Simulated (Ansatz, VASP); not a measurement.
One calculation of LiOs3, two programs

```xyz
4
Lattice="3.7970 0.0000 0.0000 0.0000 3.7970 0.0000 0.0000 0.0000 3.7970" Properties=species:S:1:pos:R:3 pbc="T T T"
Li    0.0000    0.0000    0.0000
Os    0.0000    1.8985    1.8985
Os    1.8985    0.0000    1.8985
Os    1.8985    1.8985    0.0000
```

Alike in both runs: task relaxation of cell and atoms; functional PBE; k mesh 12 × 12 × 12; occupations gaussian, width 0.1 eV; no spin polarisation.

|  | VASP | Ansatz |
| --- | --- | --- |
| version | VASP 6.6.1 | Ansatz 0.2.0 |
| potentials or method | VASP PAW PBE potentials, release 64 (Li_sv, Os), cutoff 600 eV | scalar-relativistic, plane waves, PAW |
| valence electrons in the cell | 27 | 51 |

Ansatz gave:

```
gap on the k mesh at the Fermi level, each at its own relaxed structure (eV) : none
relaxed volume (Å³/atom)                                                     : 13.69
relaxed length of the cell vector where the two differ most in proportion (Å)              : 3.798
```

Task: Estimate VASP's values.

Result: gap on the k mesh at the Fermi level, each at its own relaxed structure (eV): none; relaxed volume (Å³/atom): 13.69; relaxed length of the cell vector where the two differ most in proportion (Å): 3.797.

A gap of «none» marks a metal or a gap that the smearing closes. VASP's potentials hold 27 valence electrons a cell and Ansatz's 51, so a difference there can come from the potentials and not from the codes.

Spin-orbit coupling is off throughout. Noted on VASP's run: the cutoff is under 1.25 times that of the potentials, so the pressure is a little rough; the relaxation stopped at its first step, so nothing moved.
